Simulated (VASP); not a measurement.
Here is a VASP 6.6.1 calculation.

File INCAR:

```
ALGO = Fast
EDIFF = 1E-7
ENCUT = 520
GGA = PE
ISIF = 2
ISMEAR = 0
LASPH = True
LCHARG = False
LREAL = False
LWAVE = False
NBANDS = 24
NELM = 100
PREC = Accurate
SIGMA = 0.1
```

Contents of KPOINTS:

```
k-points
0
Gamma
  6 6 4
```

POSCAR

```
Sc2Ta
1.0
    3.7292296700      0.0000000000      0.0000000000
   -1.8646148400      3.2296076300      0.0000000000
    0.0000000000      0.0000000000      3.8547928800
Sc Ta
2 1
Direct
    0.3333333300      0.6666666700      0.5000000000
    0.6666666700      0.3333333300      0.5000000000
    0.0000000000      0.0000000000      0.0000000000
```

Potentials or basis: VASP PAW PBE potentials, release 64 (Sc_sv, Ta_pv).

Command:

```sh
$ cat potpaw_PBE.64/Sc_sv/POTCAR potpaw_PBE.64/Ta_pv/POTCAR > POTCAR
$ mpirun -np 1 vasp_std > vasp.out
```

**Question.** Predict the pressure.

**Answer.** 43.0 GPa.

**Question.** What does it give for the band gap on the k mesh?

**Answer.** Zero (an odd number of electrons rules out a gap without spin polarisation).

Stress tensor (GPa, compression positive):
```
58.14  0.00  0.00
 0.00 58.14  0.00
 0.00  0.00 12.74
```

Caveat: the k points lie up to 0.41 Å⁻¹ apart, too coarse for converged energies and pressures of a metal; spin-orbit coupling is left out, which moves the levels of the heavy elements.
